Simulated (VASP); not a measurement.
PtSe2: relaxation of cell and atoms with PBE+D3(BJ)

PtSe2:

```
Pt Se
1.0
    -1.88495    3.26483    0.00000
     0.00000    0.00000    4.82449
     5.65485    3.26483    0.00000
Pt Se
2 4
Direct
  0.00000 0.00000 0.00000
  0.50000 0.00000 0.50000
  0.50000 0.26555 0.16667
  0.00000 0.26555 0.66667
  0.00000 0.73445 0.33333
  0.50000 0.73445 0.83333
```

- Program: VASP 6.6.1
- Task: relaxation of cell and atoms
- Functional: PBE
- Dispersion: D3(BJ)
- Potentials or basis: VASP PAW PBE potentials, release 64 (Pt, Se)
- Cutoff: 600 eV
- k mesh: 10 × 8 × 6
- Occupations: gaussian, width 0.1 eV
- Spin: no spin polarisation
- Dipole correction: no
- Further INCAR settings: ALGO = Fast; EDIFF = 1e-06; IBRION = 2; EDIFFG = -0.015; NSW = 80; ISIF = 3

```
Pressure after relaxing      : 0.1 GPa
Largest force after relaxing : 0.006 eV/Å
Band gap on the k mesh       : zero (bands 22 and 23 overlap by 0.63 eV)
Dispersion energy per atom   : -0.490 eV
```

Forces on the atoms (eV/Å):
```
Pt   0.000  0.000  0.000
Pt   0.000  0.000  0.000
Se   0.005  0.003  0.001
Se   0.005  0.003  0.001
Se  -0.005 -0.003 -0.001
Se  -0.005 -0.003 -0.001
```

Stress tensor (GPa, compression positive):
```
 0.11  0.00  0.00
 0.00  0.12  0.00
 0.00  0.00 -0.03
```

Final structure:
```yaml
crystal:
  lattice:
    - [-1.88495, 3.26483, 0.00000]
    - [0.00000, 0.00000, 4.82449]
    - [5.65485, 3.26483, 0.00000]
  atoms:
    - { symbol: Pt, position: [0.00000, 0.00000, 0.00000] }
    - { symbol: Pt, position: [0.50000, 0.00000, 0.50000] }
    - { symbol: Se, position: [0.50000, 0.26555, 0.16667] }
    - { symbol: Se, position: [0.00000, 0.26555, 0.66667] }
    - { symbol: Se, position: [0.00000, 0.73445, 0.33333] }
    - { symbol: Se, position: [0.50000, 0.73445, 0.83333] }
```

Levels at points of the mesh, in eV from the Fermi level:
| k point | band 18 | band 19 | band 20 | band 21 | band 22 | band 23 | band 24 | band 25 | band 26 |
| --- | --- | --- | --- | --- | --- | --- | --- | --- | --- |
| (0.00, 0.00, 0.00) | -2.90 | -2.47 | -1.00 | -1.00 | 0.51 | 0.79 | 1.08 | 1.08 | 2.67 |
| (0.50, 0.00, 0.00) | -2.82 | -2.62 | -2.62 | -0.81 | -0.81 | 0.23 | 0.23 | 0.82 | 0.82 |
| (0.00, 0.50, 0.00) | -2.58 | -1.71 | -1.71 | -1.70 | -1.10 | 0.62 | 1.47 | 2.33 | 2.33 |
| (0.50, 0.50, 0.00) | -3.02 | -2.68 | -2.68 | -2.11 | -2.11 | 1.68 | 1.68 | 2.05 | 2.05 |
| (0.00, 0.00, 0.50) | -2.12 | -1.93 | -1.93 | -1.36 | -1.36 | 1.56 | 1.56 | 1.82 | 1.82 |
| (0.50, 0.00, 0.50) | -3.31 | -3.25 | -3.25 | -2.90 | -2.90 | 0.51 | 0.51 | 2.51 | 2.51 |
| (0.00, 0.50, 0.50) | -1.44 | -1.41 | -1.41 | -1.29 | -1.29 | 0.73 | 0.73 | 0.97 | 0.97 |
| (0.50, 0.50, 0.50) | -3.06 | -2.58 | -2.58 | -1.10 | -1.10 | 0.62 | 0.62 | 1.47 | 1.47 |

Wall time 12 min on 1 thread of Oxide Virtual Turin-like Processor, with other jobs on the host, peak memory 0.6 GiB.

Caveat: the relaxation stopped at its first step, so nothing moved; spin-orbit coupling is left out, which moves the levels of the heavy elements.
